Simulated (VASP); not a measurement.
# Os (Fm-3m) in VASP: settings compared

Os is run at these levels: PBE, revPBE, PBE+D3(BJ); tasks: single point.

Everything below comes from runs of VASP 6.6.1. Logs are shortened: lines on timing, memory, paths and dates and some standing lists are left out, and cuts for length are marked.

**1. The cell of the first run**

It takes space group Fm-3m (No. 225, cubic). Conventional cell: a = 3.844 Å, b = 3.844 Å, c = 3.844 Å, α = 90.00°, β = 90.00°, γ = 90.00°. Within 3.6 Å of Os (site symmetry m-3m) lie 12 Os at 2.72 Å.

This isn't the form of Os at room conditions, which is hcp.

**2. Single point, PBE**

Input file INCAR:

```
PREC = Accurate
ENCUT = 600
EDIFF = 1E-6
ISMEAR = 0
SIGMA = 0.1
LREAL = False
LASPH = True
NELM = 120
ALGO = Normal
ISIF = 2
LWAVE = False
LCHARG = False
GGA = PE
NBANDS = 10
GGA_COMPAT = False
```

Input file KPOINTS:

```
regular mesh
0
Gamma
  10 10 10
```

Input file POSCAR:

```
Os
1.0
    0.0000000000      1.9220413878      1.9220413878
    1.9220413878      0.0000000000      1.9220413878
    1.9220413878      1.9220413878      0.0000000000
Os
1
Direct
    0.0000000000      0.0000000000      0.0000000000
```

Potentials or basis: VASP PAW PBE potentials, release 64 (Os).

Command:

```
> cat potpaw_PBE.64/Os/POTCAR > POTCAR
> mpirun -np 1 vasp_std > vasp.out
```

OUTCAR:

```text
PREC = Accurate
   ENCUT = 600
   EDIFF = 1E-6
   ISMEAR = 0
   LREAL = False
   LASPH = True
   NELM = 120
   ISIF = 2
   GGA = PE

 ion  position               nearest neighbor table
   1  0.000  0.000  0.000-

  LATTYP: Found a face centered cubic cell.
 ALAT       =     3.8440827756

  Lattice vectors:

 A1 = (   0.0000000000,   1.9220413878,   1.9220413878)
 A2 = (   1.9220413878,   0.0000000000,   1.9220413878)
 A3 = (   1.9220413878,   1.9220413878,   0.0000000000)

Analysis of symmetry for initial positions (statically):
=====================================================================
 Subroutine PRICEL returns:
 Original cell was already a primitive cell.

 Routine SETGRP: Setting up the symmetry group for a
 face centered cubic supercell.

 Subroutine GETGRP returns: Found 48 space group operations
 (whereof 48 operations were pure point group operations)
 out of a pool of 48 trial point group operations.

The static configuration has the point symmetry O_h .

Analysis of symmetry for dynamics (positions and initial velocities):
=====================================================================
 Subroutine PRICEL returns:
 Original cell was already a primitive cell.

 Routine SETGRP: Setting up the symmetry group for a
 face centered cubic supercell.

 Subroutine GETGRP returns: Found 48 space group operations
 (whereof 48 operations were pure point group operations)
 out of a pool of 48 trial point group operations.

The dynamic configuration has the point symmetry O_h .

 Subroutine INISYM returns: Found 48 space group operations
 (whereof 48 operations are pure point group operations),
 and found     1 'primitive' translations

----------------------------------------------------------------------------------------

                                     Primitive cell

  volume of cell :      14.2010

  direct lattice vectors                    reciprocal lattice vectors
     0.000000000  1.922041388  1.922041388    -0.260140080  0.260140080  0.260140080
     1.922041388  0.000000000  1.922041388     0.260140080 -0.260140080  0.260140080
     1.922041388  1.922041388  0.000000000     0.260140080  0.260140080 -0.260140080

  length of vectors
     2.718176998  2.718176998  2.718176998     0.450575835  0.450575835  0.450575835

  position of ions in fractional coordinates (direct lattice)
     0.000000000  0.000000000  0.000000000

  ion indices of the primitive-cell ions
   primitive index   ion index
                 1           1

----------------------------------------------------------------------------------------

 KPOINTS: regular mesh

Automatic generation of k-mesh.
 Grid dimensions read from file:
 generate k-points for:   10   10   10

 Generating k-lattice:

  Cartesian coordinates                     Fractional coordinates (reciprocal lattice)
    -0.026014008  0.026014008  0.026014008     0.100000000  0.000000000  0.000000000
     0.026014008 -0.026014008  0.026014008     0.000000000  0.100000000  0.000000000
     0.026014008  0.026014008 -0.026014008     0.000000000  0.000000000  0.100000000

  Length of vectors
     0.045057584  0.045057584  0.045057584

  Shift w.r.t. Gamma in fractional coordinates (k-lattice)
     0.000000000  0.000000000  0.000000000

 Subroutine IBZKPT returns following result:
 ===========================================

 Found     47 irreducible k-points:

 Following reciprocal coordinates:
            Coordinates               Weight
  0.000000  0.000000  0.000000      1.000000
  0.100000  0.000000  0.000000      8.000000
  0.200000  0.000000  0.000000      8.000000
  0.300000  0.000000  0.000000      8.000000
  0.400000  0.000000  0.000000      8.000000
  0.500000  0.000000  0.000000      4.000000
[... 16 lines left out ...]
  0.300000  0.300000  0.000000      6.000000
  0.400000  0.300000  0.000000     24.000000
 [... further k-points ...]
   k-points           NKPTS =     47   k-points in BZ     NKDIM =     47   number of bands    NBANDS=     10
   number of dos      NEDOS =    301   number of ions     NIONS =      1
   total plane-waves  NPLWV =  13824
   dimension x,y,z NGX =    24 NGY =   24 NGZ =   24
   dimension x,y,z NGXF=    48 NGYF=   48 NGZF=   48
   ions per type =               1
   NGX,Y,Z   is equivalent  to a cutoff of  14.68, 14.68, 14.68 a.u.
   NGXF,Y,Z  is equivalent  to a cutoff of  29.36, 29.36, 29.36 a.u.
 SYSTEM =  unknown system
   PREC   = accura    normal or accurate (medium, high low for compatibility)
   ISTART =      0    job   : 0-new  1-cont  2-samecut
   ICHARG =      2    charge: 1-file 2-atom 10-const
   ISPIN  =      1    spin polarized calculation?
   LNONCOLLINEAR =      F non collinear calculations
   LSORBIT =      F    spin-orbit coupling
   LASPH  =      T    aspherical Exc in radial PAW
   ENCUT  =  600.0 eV  44.10 Ry    6.64 a.u.   5.43  5.43  5.43*2*pi/ulx,y,z
   NELM   =    120;   NELMIN=  2; NELMDL= -5     # of ELM steps
   EDIFF  = 0.1E-05   stopping-criterion for ELM
   LREAL  =      F    real-space projection
   EDIFFG = 0.1E-04   stopping-criterion for IOM
   NSW    =      0    number of steps for IOM
   IBRION =     -1    ionic relax: 0-MD 1-quasi-New 2-CG
   NFREE  =      0    steps in history (QN), initial steepest desc. (CG)
   ISIF   =      2    stress and relaxation
   ISYM   =      2    0-nonsym 1-usesym 2-fastsym
   POTIM  = 0.5000    time-step for ionic-motion
   TEBEG  =    0.0;   TEEND  =   0.0 temperature during run
   PSTRESS=    0.0 pullay stress
   NELECT =       8.0000    total number of electrons
   NUPDOWN=      -1.0000    fix difference up-down
   EMIN   =  10.00;   EMAX   =-10.00  energy-range for DOS
   EFERMI =   0.00;   METHOD = LEGACY
   ISMEAR =     0;   SIGMA  =   0.10  broadening in eV -4-tet -1-fermi 0-gaus
   EFERMI_NEDOS =   21; number of points for ismear=-14 and -15
   IALGO  =     38    algorithm
   IMIX   =      4    mixing-type and parameters
     AMIX     =   0.40;   BMIX     =  1.00
     AMIX_MAG =   1.60;   BMIX_MAG =  1.00
  volume/ion in A,a.u.               =      14.20        95.83
  Fermi-wavevector in a.u.,A,eV,Ry     =   1.352069  2.555039 24.872671  1.828090
  Thomas-Fermi vector in A             =   2.479438
   LORBIT       =      0    0 simple, 1 ext, 2 COOP (PROOUT), +10 PAW based schemes
   GGA     = PE    functional components
   LHFCALC =     F    Hartree Fock is set to
   AEXX    =    0.0000 exact exchange contribution
   IVDW    =     0    specifies the selected vdW correction
   LEPSILON=     F    determine dielectric tensor
   LRPA    =     F    only Hartree local field effects (RPA)
 non-spin polarized calculation
 Gauss-broadening in eV      SIGMA  =   0.10
  energy-cutoff  :      600.00
  volume of cell :       14.20
 maximum number of plane-waves:       495
 NGX is ok and might be reduce to    24
   NGX = 11   NGY = 11   NGZ = 11

 number of electron       8.0000000 magnetization

 Free energy of the ion-electron system (eV)
  ---------------------------------------------------
  ext. energy  EPLUGINS =         0.00000000
  ---------------------------------------------------
  free energy    TOTEN  =       -11.07567456 eV

  energy without entropy =      -11.06744145  energy(sigma->0) =      -11.07155801

 E-fermi :   9.1829     XC(G=0): -13.9674

 val. band max:        9.1809591596   @ k =   0.0000   0.0000   0.0000
 cond. band min:       9.1889424118   @ k =   0.4000   0.3000   0.1000
 fundamental gap:      0.0079832522
 Fermi energy:         9.1829185235

 k-point     1 :       0.0000    0.0000    0.0000
  band No.  band energies     occupation
      1      -1.5689      2.00000
      2       6.1896      2.00000
      3       6.1896      2.00000
      4       6.1896      2.00000
      5       9.1810      1.02211
      6       9.1810      1.02211
      7      23.3697      0.00000
      8      29.1205      0.00000
      9      29.1205      0.00000
     10      29.1205      0.00000

 k-point     2 :       0.1000    0.0000    0.0000
  band No.  band energies     occupation
      1      -1.1156      2.00000
      2       5.9295      2.00000
      3       6.3862      2.00000
      4       6.3862      2.00000
      5       9.0493      1.94122
      6       9.0493      1.94122
      7      24.1929      0.00000
      8      27.2396      0.00000
      9      29.9253      0.00000
     10      29.9253      0.00000

 k-point     3 :       0.2000    0.0000    0.0000
  band No.  band energies     occupation
      1       0.0572      2.00000
      2       5.5118      2.00000
      3       6.6813      2.00000
      4       6.6813      2.00000
      5       9.0502      1.93948
      6       9.0502      1.93947
      7      24.4165      0.00000
      8      26.2337      0.00000
      9      32.1256      0.00000
     10      32.1256      0.00000

 k-point     4 :       0.3000    0.0000    0.0000
  band No.  band energies     occupation
      1       1.2058      2.00000
      2       5.8919      2.00000
      3       6.5192      2.00000
      4       6.5192      2.00000
      5       9.8525      0.00000
      6       9.8525      0.00000
      7      22.0808      0.00000
      8      25.9084      0.00000
      9      33.6283      0.00000
     10      33.6284      0.00000
[... 222 lines left out ...]
 k-point    22 :      -0.2000    0.2000    0.0000
  band No.  band energies     occupation
      1       2.2309      2.00000
      2       4.8113      2.00000
      3       6.0524      2.00000
      4       7.6926      2.00000
      5       8.0606      2.00000
      6      11.8296      0.00000
      7      23.4369      0.00000
      8      27.2148      0.00000
      9      28.1546      0.00000
     10      30.1759      0.00000

 k-point    23 :       0.3000    0.3000    0.0000
  band No.  band energies     occupation
      1       2.0268      2.00000
      2       3.4410      2.00000
      3       7.2015      2.00000
      4       9.2652      0.24460
      5       9.2652      0.24460
      6      10.6122      0.00000
      7      26.4228      0.00000
      8      26.4228      0.00000
      9      27.6888      0.00000
     10      30.6725      0.00000

 k-point    24 :       0.4000    0.3000    0.0000
  band No.  band energies     occupation
      1       2.3316      2.00000
      2       3.1972      2.00000
      3       7.3161      2.00000
      4       9.5088      0.00000
      5      11.2085      0.00000
      6      11.3978      0.00000
      7      22.8527      0.00000
      8      25.0153      0.00000
      9      26.3890      0.00000
     10      31.0101      0.00000

 [... further k-points ...]

------------------------ aborting loop because EDIFF is reached ----------------------------------------

  FORCE on cell =-STRESS in cart. coord.  units (eV):
  Direction    XX          YY          ZZ          XY          YZ          ZX
  --------------------------------------------------------------------------------------
  -------------------------------------------------------------------------------------
  Total        0.3909755      0.3909755      0.3909755      0.0000000      0.0000000     -0.0000000
  in kB       44.1104969     44.1104969     44.1104969      0.0000000      0.0000000     -0.0000000
  external PRESSURE =      44.1104969 kB  Pullay stress =       0.0000000 kB

 VOLUME and BASIS-vectors are now :
 -----------------------------------------------------------------------------
  energy-cutoff  :      600.00
  volume of cell :       14.20
      direct lattice vectors                 reciprocal lattice vectors
     0.000000000  1.922041388  1.922041388    -0.260140080  0.260140080  0.260140080
     1.922041388  0.000000000  1.922041388     0.260140080 -0.260140080  0.260140080
     1.922041388  1.922041388  0.000000000     0.260140080  0.260140080 -0.260140080

 POSITION                                       TOTAL-FORCE (eV/Angst)
 -----------------------------------------------------------------------------------
      0.00000      0.00000      0.00000        -0.000000      0.000000      0.000000
 -----------------------------------------------------------------------------------
    total drift:                               -0.000000     -0.000000     -0.000000

  FREE ENERGIE OF THE ION-ELECTRON SYSTEM (eV)
  ---------------------------------------------------
  free  energy   TOTEN  =       -11.0756745586 eV

  energy  without entropy=      -11.0674414525  energy(sigma->0) =      -11.07155801
```

Wall time 8.4 s (1 thread of AMD EPYC 9R45 (Zen 5), shared host); peak memory 0.11 GiB.

What came out:

```yaml
Free_energy: -11.0757 eV
Pressure: 4.4 GPa
Band_gap_on_the_k_mesh: zero (bands 4 and 5 overlap by 3.89 eV)
```

Caveat: the cell stands under pressure; spin-orbit coupling is left out, which moves the levels of the heavy elements.

**3. Single point, PBE**

Input file INCAR:

```
SYSTEM = Os
PREC = Accurate ; ENCUT = 600
EDIFF = 1E-6 ; ISMEAR = 1
SIGMA = 0.27 ; LREAL = .FALSE.
LASPH = .TRUE. ; NELM = 120
ALGO = Normal ; ISIF = 2
LWAVE = .FALSE. ; LCHARG = .FALSE.
GGA = PE ; NBANDS = 10
GGA_COMPAT = .FALSE.
```

Input file KPOINTS:

```
regular mesh
0
G
  10 10 10
  0 0 0
```

POSCAR: that of step 2 with these lines changed.

```diff
@@ -8,2 +8,2 @@
 Direct
-    0.0000000000      0.0000000000      0.0000000000
+   -0.0676076124      0.0387220745      0.0585841991
```

Potentials or basis: VASP PAW PBE potentials, release 64 (Os).

Command:

```
> cat potpaw_PBE.64/Os/POTCAR > POTCAR
> mpirun -np 1 vasp_std > vasp.out
```

It took 8.6 s on 1 thread of AMD EPYC 9R45 (Zen 5), shared host; peak memory 0.11 GiB.

Results (log left out):

| Quantity | Value |
| --- | --- |
| Free energy | -11.0744 eV |
| Pressure | 4.4 GPa |
| Band gap on the k mesh | zero (bands 4 and 5 overlap by 3.89 eV) |

Levels at points of the mesh, in eV from the Fermi level:
```
           k point  band 2  band 3  band 4  band 5  band 6  band 7
(0.00, 0.00, 0.00)   -2.99   -2.99   -2.99    0.00    0.00   14.19
(0.50, 0.00, 0.00)   -3.15   -3.15   -0.27    2.36    2.36    8.78
(0.50, 0.50, 0.00)   -6.80    2.27    2.32    3.03    3.03   12.02
```

Caveat: the cell stands under pressure; spin-orbit coupling is left out, which moves the levels of the heavy elements.

**4. Single point, revPBE**

Input file INCAR:

```
ALGO = Normal ; EDIFF = 1E-6
ENCUT = 600 ; GGA = RE
GGA_COMPAT = F ; ISIF = 2
ISMEAR = 0 ; LASPH = T
LCHARG = F ; LREAL = F
LWAVE = F ; NBANDS = 10
NELM = 120 ; PREC = Accurate
SIGMA = 0.1
```

Input file KPOINTS:

```
k-points
0
Gamma
  10 10 10
```

POSCAR: that of step 3 with these lines changed.

```diff
@@ -8,2 +8,2 @@
 Direct
-   -0.0676076124      0.0387220745      0.0585841991
+    0.6220000000      0.7150000000      0.9660000000
```

Command:

```
> cat potpaw_PBE.64/Os/POTCAR > POTCAR
> mpirun -np 1 vasp_std > vasp.out
```

It took 9.2 s on 1 thread of AMD EPYC 9R45 (Zen 5), shared host; peak memory 0.11 GiB.

Results (log left out):

| Property | Result |
| --- | --- |
| Free energy | -10.5563 eV |
| Pressure | 7.2 GPa |
| Band gap on the k mesh | zero (bands 4 and 5 overlap by 3.88 eV) |

Levels at points of the mesh, in eV from the Fermi level:
```
           k point  band 2  band 3  band 4  band 5  band 6  band 7
(0.00, 0.00, 0.00)   -2.99   -2.99   -2.99    0.00    0.00   14.16
(0.50, 0.00, 0.00)   -3.14   -3.14   -0.28    2.36    2.36    8.79
(0.50, 0.50, 0.00)   -6.80    2.26    2.32    3.03    3.03   12.04
```

Caveat: the cell stands under pressure; the PAW data sets were made with another functional, which shifts forces and pressure a little; spin-orbit coupling is left out, which moves the levels of the heavy elements.

**5. Single point, PBE+D3(BJ)**

Input file INCAR:

```
SYSTEM = Os
PREC = Accurate
ENCUT = 600
EDIFF = 1E-6
ISMEAR = 0
SIGMA = 0.1
LREAL = .FALSE.
LASPH = .TRUE.
NELM = 120
ALGO = Normal
ISIF = 2
LWAVE = .FALSE.
LCHARG = .FALSE.
GGA = PE
IVDW = 12
NBANDS = 10
GGA_COMPAT = .FALSE.
```

Input file KPOINTS:

```
regular mesh
0
G
  10 10 10
  0 0 0
```

POSCAR: that of step 4 with these lines changed.

```diff
@@ -8,2 +8,2 @@
 Direct
-    0.6220000000      0.7150000000      0.9660000000
+    0.0000000000      0.0000000000      0.0000000000
```

Command:

```
> cat potpaw_PBE.64/Os/POTCAR > POTCAR
> mpirun -np 1 vasp_std > vasp.out
```

Wall time 8.6 s (1 thread of AMD EPYC 9R45 (Zen 5), shared host); peak memory 0.12 GiB.

The run converged. Its results:

| Property | Result |
| --- | --- |
| Free energy | -11.7199 eV |
| Pressure | -3.1 GPa |
| Band gap on the k mesh | zero (bands 4 and 5 overlap by 3.89 eV) |
| Dispersion energy per atom | -0.644 eV |

Levels at points of the mesh, in eV from the Fermi level:
| k point | band 1 | band 2 | band 3 | band 4 | band 5 | band 6 | band 7 | band 8 |
| --- | --- | --- | --- | --- | --- | --- | --- | --- |
| (0.00, 0.00, 0.00) | -10.75 | -2.99 | -2.99 | -2.99 | 0.00 | 0.00 | 14.19 | 19.94 |
| (0.50, 0.00, 0.00) | -7.63 | -3.15 | -3.15 | -0.27 | 2.36 | 2.36 | 8.78 | 13.73 |
| (0.50, 0.50, 0.00) | -7.50 | -6.81 | 2.26 | 2.32 | 3.03 | 3.03 | 12.02 | 12.13 |

Caveat: the cell stands under tension; spin-orbit coupling is left out, which moves the levels of the heavy elements.

**6. The runs side by side**

```csv
level,smearing,gap on the mesh (eV),pressure (GPa)
PBE,gaussian 0.1 eV,none,4.4
PBE,methfessel-paxton 0.27 eV,none,4.4
revPBE,gaussian 0.1 eV,none,7.2
PBE+D3(BJ),gaussian 0.1 eV,none,-3.1
```

Alike in all rows: task single point; potentials or basis VASP PAW PBE potentials, release 64 (Os); no spin polarisation; cell as given; k mesh 10 × 10 × 10; cutoff (eV) 600.

The pressure there spans -3.1 GPa (PBE+D3(BJ)) to 7.2 GPa (revPBE); a positive pressure means that this level wants a larger cell, a negative one a smaller.

Caveats: spin-orbit coupling is left out, which moves the levels of the heavy elements; the cell stands under pressure (at least some runs); the PAW data sets were made with another functional, which shifts forces and pressure a little (at least some runs); the cell stands under tension (at least some runs).

Total energies depend on the potentials used, so only differences within one code and one set of settings carry meaning.
